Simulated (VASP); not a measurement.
# BaTiO3 (R3m) in VASP: further runs, part 2 of 2

VASP 6.6.1. The steps go on from the part before.

## (3) Single point, PBE+U (13.56 Å³/atom)

This run uses another cell than the first one, of 13.56 Å³/atom.

INCAR reads:

```
ALGO = Normal
EDIFF = 1E-6
ENCUT = 1340
GGA = PE
GGA_COMPAT = F
ISIF = 2
ISMEAR = 0
LASPH = T
LCHARG = T
LDAU = T
LDAUJ = 0 0 0
LDAUL = -1 2 -1
LDAUPRINT = 1
LDAUTYPE = 2
LDAUU = 0 4 0
LELF = T
LMAXMIX = 4
LREAL = F
LVHAR = T
LWAVE = F
NBANDS = 28
NELM = 200
PREC = Accurate
SIGMA = 0.01
```

KPOINTS reads:

```
k-points
0
Gamma
  6 6 6
```

POSCAR reads:

```
BaTiO3
1.0
    2.8772121048      1.6611591832      2.3650449669
   -2.8772121048      1.6611591832      2.3650449669
    0.0000000000     -3.3223183665      2.3650449668
Ba Ti O
1 1 3
Direct
    0.0044831539      0.0044831539      0.0044831539
    0.5159118307      0.5159118307      0.5159118307
    0.4893774925      0.4893774925      0.9795500304
    0.4893774925      0.9795500304      0.4893774925
    0.9795500304      0.4893774925      0.4893774925
```

Potentials or basis: VASP PAW PBE potentials, release 64 (Ba_sv, Ti_sv, O_h).

Command:

```bash
$ cat potpaw_PBE.64/Ba_sv/POTCAR potpaw_PBE.64/Ti_sv/POTCAR potpaw_PBE.64/O_h/POTCAR > POTCAR
$ mpirun -np 1 vasp_std > vasp.out
```

OUTCAR:

```text
EDIFF = 1E-6
   ENCUT = 1340
   GGA = PE
   ISIF = 2
   ISMEAR = 0
   LASPH = T
   LREAL = F
   NELM = 200
   PREC = Accurate

 ion  position               nearest neighbor table
   1  0.004  0.004  0.004-   4 2.80   5 2.80   3 2.80   3 2.88   3 2.88   4 2.88   5 2.88   5 2.88
                             4 2.88   5 2.98   4 2.98   3 2.98   2 3.47   2 3.50   2 3.50   2 3.50
   2  0.516  0.516  0.516-   3 1.90   4 1.90   5 1.90   3 2.19   4 2.19   5 2.19   1 3.47   1 3.50
                             1 3.50   1 3.50   1 3.55   1 3.55   1 3.55   1 3.63
   3  0.489  0.489  0.980-   2 1.90   2 2.19   1 2.80   1 2.88   1 2.88   1 2.98
   4  0.489  0.980  0.489-   2 1.90   2 2.19   1 2.80   1 2.88   1 2.88   1 2.98
   5  0.980  0.489  0.489-   2 1.90   2 2.19   1 2.80   1 2.88   1 2.88   1 2.98

  LATTYP: Found a trigonal (rhomboedric) cell.
 ALAT       =     4.0781413687
 COS(alpha) =     0.0044818092

  Lattice vectors:

 A1 = (   2.8772121048,   1.6611591832,   2.3650449669)
 A2 = (  -2.8772121048,   1.6611591832,   2.3650449669)
 A3 = (   0.0000000000,  -3.3223183665,   2.3650449668)

Analysis of symmetry for initial positions (statically):
=====================================================================
 Subroutine PRICEL returns:
 Original cell was already a primitive cell.

 Routine SETGRP: Setting up the symmetry group for a
 trigonal (rhombohedral) supercell.

 Subroutine GETGRP returns: Found  6 space group operations
 (whereof  6 operations were pure point group operations)
 out of a pool of 12 trial point group operations.

The static configuration has the point symmetry C_3v.

Analysis of symmetry for dynamics (positions and initial velocities):
=====================================================================
 Subroutine PRICEL returns:
 Original cell was already a primitive cell.

 Routine SETGRP: Setting up the symmetry group for a
 trigonal (rhombohedral) supercell.

 Subroutine GETGRP returns: Found  6 space group operations
 (whereof  6 operations were pure point group operations)
 out of a pool of 12 trial point group operations.

The dynamic configuration has the point symmetry C_3v.

 Subroutine INISYM returns: Found  6 space group operations
 (whereof  6 operations are pure point group operations),
 and found     1 'primitive' translations

----------------------------------------------------------------------------------------

                                     Primitive cell

  volume of cell :      67.8225

  direct lattice vectors                    reciprocal lattice vectors
     2.877212105  1.661159183  2.365044967     0.173779333  0.100331545  0.140941647
    -2.877212105  1.661159183  2.365044967    -0.173779333  0.100331545  0.140941647
     0.000000000 -3.322318366  2.365044967     0.000000000 -0.200663089  0.140941647

  length of vectors
     4.078141369  4.078141369  4.078141369     0.245214647  0.245214647  0.245214647
[... 101 lines left out ...]
   EFERMI =   0.00;   METHOD = LEGACY
   ISMEAR =     0;   SIGMA  =   0.01  broadening in eV -4-tet -1-fermi 0-gaus
   EFERMI_NEDOS =   21; number of points for ismear=-14 and -15
   IALGO  =     38    algorithm
   IMIX   =      4    mixing-type and parameters
     AMIX     =   0.40;   BMIX     =  1.00
     AMIX_MAG =   1.60;   BMIX_MAG =  1.00
  volume/ion in A,a.u.               =      13.56        91.54
  Fermi-wavevector in a.u.,A,eV,Ry     =   1.372894  2.594393 25.644764  1.884837
  Thomas-Fermi vector in A             =   2.498460
   LORBIT       =      0    0 simple, 1 ext, 2 COOP (PROOUT), +10 PAW based schemes
 LDA+U is selected, type is set to LDAUTYPE =  2
   angular momentum for each species LDAUL =    -1    2   -1
   U (eV)           for each species LDAUU =   0.0  4.0  0.0
   J (eV)           for each species LDAUJ =   0.0  0.0  0.0
   GGA     = PE    functional components
   LHFCALC =     F    Hartree Fock is set to
   AEXX    =    0.0000 exact exchange contribution
   IVDW    =     0    specifies the selected vdW correction
   LEPSILON=     F    determine dielectric tensor
   LRPA    =     F    only Hartree local field effects (RPA)
 non-spin polarized calculation
 Gauss-broadening in eV      SIGMA  =   0.01
  energy-cutoff  :     1340.00
  volume of cell :       67.82
 maximum number of plane-waves:      7592
 NGX is ok and might be reduce to    50
   NGX = 25   NGY = 25   NGZ = 25

atom =   2  type =  2  l = 2

 onsite density matrix

spin component  1

  0.1633 -0.0000  0.0000  0.0627  0.0000
 -0.0000  0.1879  0.0000  0.0000  0.0627
  0.0000  0.0000  0.1095  0.0000  0.0000
  0.0627  0.0000  0.0000  0.1879 -0.0000
  0.0000  0.0627  0.0000 -0.0000  0.1633

spin component  2

  0.1633 -0.0000  0.0000  0.0627  0.0000
 -0.0000  0.1879  0.0000  0.0000  0.0627
  0.0000  0.0000  0.1095  0.0000  0.0000
  0.0627  0.0000  0.0000  0.1879 -0.0000
  0.0000  0.0627  0.0000 -0.0000  0.1633

 occupancies and eigenvectors

  o =  0.1095  v =  0.0000  0.0000  1.0000  0.0000 -0.0000  0.0000  0.0000  0.0000  0.0000  0.0000      0.0000  0.0000  0.0000  0.0000  0.0000  0.0000  0.0000  0.0000  0.0000  0.0000
  o =  0.1095  v =  0.0000  0.0000  0.0000  0.0000  0.0000  0.0000  0.0000  1.0000  0.0000 -0.0000      0.0000  0.0000  0.0000  0.0000  0.0000  0.0000  0.0000  0.0000  0.0000  0.0000
  o =  0.1118  v =  0.0000  0.0000  0.0000  0.0000  0.0000 -0.7723  0.0000  0.0000  0.6353  0.0000      0.0000  0.0000  0.0000  0.0000  0.0000  0.0000  0.0000  0.0000  0.0000  0.0000
  o =  0.1118  v = -0.7723  0.0000  0.0000  0.6353  0.0000  0.0000  0.0000  0.0000  0.0000  0.0000      0.0000  0.0000  0.0000  0.0000  0.0000  0.0000  0.0000  0.0000  0.0000  0.0000
  o =  0.1118  v =  0.0000 -0.6353  0.0000  0.0000  0.7723  0.0000  0.0000  0.0000  0.0000  0.0000      0.0000  0.0000  0.0000  0.0000  0.0000  0.0000  0.0000  0.0000  0.0000  0.0000
  o =  0.1118  v =  0.0000  0.0000  0.0000  0.0000  0.0000  0.0000 -0.6353  0.0000  0.0000  0.7723      0.0000  0.0000  0.0000  0.0000  0.0000  0.0000  0.0000  0.0000  0.0000  0.0000
  o =  0.2395  v =  0.0000 -0.7723 -0.0000  0.0000 -0.6353  0.0000  0.0000  0.0000  0.0000  0.0000      0.0000  0.0000  0.0000  0.0000  0.0000  0.0000  0.0000  0.0000  0.0000  0.0000
  o =  0.2395  v =  0.0000  0.0000  0.0000  0.0000  0.0000  0.0000 -0.7723 -0.0000  0.0000 -0.6353      0.0000  0.0000  0.0000  0.0000  0.0000  0.0000  0.0000  0.0000  0.0000  0.0000
  o =  0.2395  v =  0.6353  0.0000  0.0000  0.7723  0.0000  0.0000  0.0000  0.0000  0.0000  0.0000      0.0000  0.0000  0.0000  0.0000  0.0000  0.0000  0.0000  0.0000  0.0000  0.0000
  o =  0.2395  v =  0.0000  0.0000  0.0000  0.0000  0.0000  0.6353  0.0000  0.0000  0.7723  0.0000      0.0000  0.0000  0.0000  0.0000  0.0000  0.0000  0.0000  0.0000  0.0000  0.0000

 number of electron      40.0000003 magnetization

 Free energy of the ion-electron system (eV)
  ---------------------------------------------------
  ext. energy  EPLUGINS =         0.00000000
  ---------------------------------------------------
  free energy    TOTEN  =       -37.32906339 eV

  energy without entropy =      -37.32906339  energy(sigma->0) =      -37.32906339

 E-fermi :   3.8803     XC(G=0): -10.9559

 val. band max:        3.8164039792   @ k =   0.5000   0.5000   0.5000
 cond. band min:       6.5768999165   @ k =   0.0000   0.0000   0.0000
 fundamental gap:      2.7604959373
 Fermi energy:         3.8803385234

 k-point     1 :       0.0000    0.0000    0.0000
  band No.  band energies     occupation
      1     -53.7332      2.00000
      2     -29.9244      2.00000
      3     -29.9078      2.00000
      4     -29.9078      2.00000
      5     -21.1200      2.00000
      6     -12.9316      2.00000
[... 733 lines left out ...]
     27      11.7076      0.00000
     28      12.1294      0.00000

 [... further k-points ...]
[... 5 lines left out ...]
  --------------------------------------------------------------------------------------
  -------------------------------------------------------------------------------------
  Total        0.6411824      0.6411824      0.3974127      0.0000000      0.0000000      0.0000000
  in kB       15.1467121     15.1467121      9.3881178      0.0000000      0.0000000      0.0000000
  external PRESSURE =      13.2271807 kB  Pullay stress =       0.0000000 kB

 VOLUME and BASIS-vectors are now :
 -----------------------------------------------------------------------------
  energy-cutoff  :     1340.00
  volume of cell :       67.82
      direct lattice vectors                 reciprocal lattice vectors
     2.877212105  1.661159183  2.365044967     0.173779333  0.100331545  0.140941647
    -2.877212105  1.661159183  2.365044967    -0.173779333  0.100331545  0.140941647
     0.000000000 -3.322318366  2.365044967     0.000000000 -0.200663089  0.140941647

 POSITION                                       TOTAL-FORCE (eV/Angst)
 -----------------------------------------------------------------------------------
      0.00000     -0.00000      0.03181         0.000000      0.000000     -0.047770
      0.00000     -0.00000      3.66046         0.000000      0.000000     -0.651758
      0.00000     -1.62851      4.63148         0.000000     -0.324997      0.233176
     -1.41033      0.81425      4.63148        -0.281456      0.162498      0.233176
      1.41033      0.81425      4.63148         0.281456      0.162498      0.233176
 -----------------------------------------------------------------------------------
    total drift:                                0.000000     -0.000000     -0.000113

  FREE ENERGIE OF THE ION-ELECTRON SYSTEM (eV)
  ---------------------------------------------------
  free  energy   TOTEN  =       -37.3290633894 eV

  energy  without entropy=      -37.3290633894  energy(sigma->0) =      -37.32906339
```

Run time: 6.4 min. Hardware: 1 thread of Intel Xeon Platinum 8259CL at 2.50GHz (Skylake/Cascade Lake), shared host; peak memory 0.52 GiB.

Results:

- Free energy: -37.3291 eV
- Pressure: 1.3 GPa
- Largest force: 0.652 eV/Å
- Band gap on the k mesh: 2.76 eV (least direct gap 3.24 eV)

Forces in eV/Å, atoms in the order of the input:
```
Ba   0.000  0.000 -0.048
Ti   0.000  0.000 -0.652
O    0.000 -0.325  0.233
O   -0.281  0.162  0.233
O    0.281  0.162  0.233
```

Stress tensor (GPa, compression positive):
```
1.51 0.00 0.00
0.00 1.51 0.00
0.00 0.00 0.94
```

Levels at points of the mesh, in eV from the valence-band top:
| k point | band 16 | band 17 | band 18 | band 19 | band 20 | band 21 | band 22 | band 23 | band 24 | band 25 |
| --- | --- | --- | --- | --- | --- | --- | --- | --- | --- | --- |
| (0.00, 0.00, 0.00) | -1.24 | -0.98 | -0.56 | -0.48 | -0.48 | 2.76 | 2.76 | 2.87 | 4.23 | 4.23 |
| (0.50, 0.00, 0.00) | -1.91 | -1.59 | -1.51 | -0.98 | -0.89 | 2.92 | 3.98 | 4.08 | 4.20 | 5.65 |
| (0.50, 0.50, 0.00) | -2.46 | -1.75 | -0.92 | -0.87 | -0.09 | 4.06 | 4.06 | 4.39 | 4.66 | 7.26 |
| (0.50, 0.50, 0.50) | -2.31 | -2.27 | -0.03 | -0.03 | 0.00 | 4.47 | 4.63 | 4.63 | 6.28 | 6.28 |

Eigenvalues of the final occupation matrices:
```tsv
site	spin	trace	eigenvalues
site 2 d	1	0.81	0.11 0.11 0.11 0.24 0.24
site 2 d	2	0.81	0.11 0.11 0.11 0.24 0.24
```

Caveat: spin-orbit coupling is left out, which moves the levels of the heavy elements. A k mesh can miss the band edges.

## (4) Single point, PBE+U (14.63 Å³/atom)

This run uses another cell than the first one, of 14.63 Å³/atom.

INCAR, as its differences from that of step 3:

```diff
@@ -8,3 +8,3 @@
 LASPH = T
-LCHARG = T
+LCHARG = F
 LDAU = T
@@ -15,6 +15,4 @@
 LDAUU = 0 4 0
-LELF = T
 LMAXMIX = 4
 LREAL = F
-LVHAR = T
 LWAVE = F
@@ -23,2 +21,2 @@
 PREC = Accurate
-SIGMA = 0.01
+SIGMA = 0.02
```

KPOINTS is that of step 3.

POSCAR reads:

```
BaTiO3
1.0
    2.9394425131      1.6970879262      2.4436878635
   -2.9394425131      1.6970879262      2.4436878635
    0.0000000000     -3.3941758524      2.4436878634
Ba Ti O
1 1 3
Direct
    0.0125374038      0.0125374038      0.0125374038
    0.5251864647      0.5251864647      0.5251864647
    0.4859776008      0.4859776008      0.9690209298
    0.4859776008      0.9690209298      0.4859776008
    0.9690209298      0.4859776008      0.4859776008
```

Command:

```bash
$ cat potpaw_PBE.64/Ba_sv/POTCAR potpaw_PBE.64/Ti_sv/POTCAR potpaw_PBE.64/O_h/POTCAR > POTCAR
$ mpirun -np 1 vasp_std > vasp.out
```

It took 5 min on 1 thread of Intel Xeon Platinum 8375C at 2.90GHz (Ice Lake), shared host; peak memory 0.54 GiB.

The run converged. Its results:

```
Free energy            : -37.1669 eV
Pressure               : -4.0 GPa
Largest force          : 0.794 eV/Å
Band gap on the k mesh : 3.15 eV (least direct gap 3.74 eV)
```

Forces in eV/Å, atoms in the order of the input:
```
Ba   0.000  0.000 -0.075
Ti   0.000  0.000 -0.794
O    0.000 -0.417  0.290
O   -0.361  0.208  0.290
O    0.361  0.208  0.290
```

Stress tensor (GPa, compression positive):
```
-3.66  0.00  0.00
 0.00 -3.66  0.00
 0.00  0.00 -4.60
```

Levels at points of the mesh, in eV from the valence-band top:
```tsv
k point	band 16	band 17	band 18	band 19	band 20	band 21	band 22	band 23	band 24	band 25
(0.00, 0.00, 0.00)	-1.35	-0.84	-0.82	-0.74	-0.74	3.24	3.24	3.40	4.43	4.43
(0.50, 0.00, 0.00)	-1.82	-1.50	-1.34	-1.12	-0.95	3.36	4.00	4.19	4.42	5.38
(0.50, 0.50, 0.00)	-2.29	-1.63	-0.94	-0.82	-0.09	4.07	4.16	4.40	4.56	6.81
(0.50, 0.50, 0.50)	-2.27	-2.21	-0.07	-0.07	0.00	4.28	4.60	4.60	5.92	5.92
```

Eigenvalues of the final occupation matrices:
| site | spin | trace | eigenvalues |
| --- | --- | --- | --- |
| site 2 d | 1 | 0.84 | 0.11 0.12 0.12 0.24 0.24 |
| site 2 d | 2 | 0.84 | 0.11 0.12 0.12 0.24 0.24 |

Caveat: the cell stands under tension; spin-orbit coupling is left out, which moves the levels of the heavy elements. A k mesh can miss the band edges.

## (5) The runs side by side

| cell | smearing | gap on the mesh (eV) | pressure (GPa) | largest force (eV/Å) |
| --- | --- | --- | --- | --- |
| a = 4.131 Å, angles 89.5°, 5 atoms, atomic positions A | gaussian 0.02 eV | 3.00 | -1.8 | 0.74 |
| a = 4.078 Å, angles 89.7°, 5 atoms, atomic positions B | gaussian 0.01 eV | 2.76 | 1.3 | 0.65 |
| a = 4.182 Å, angles 89.3°, 5 atoms, atomic positions C | gaussian 0.02 eV | 3.15 | -4.0 | 0.79 |

Alike in all rows: task single point; level PBE+U; potentials or basis VASP PAW PBE potentials, release 64 (Ba_sv, Ti_sv, O_h); no spin polarisation; Ti d U = 4.0 eV; k mesh 6 × 6 × 6; cutoff (eV) 1340.

Caveats: spin-orbit coupling is left out, which moves the levels of the heavy elements; the cell stands under tension (at least some runs).

Total energies depend on the potentials used, so only differences within one code and one set of settings carry meaning.
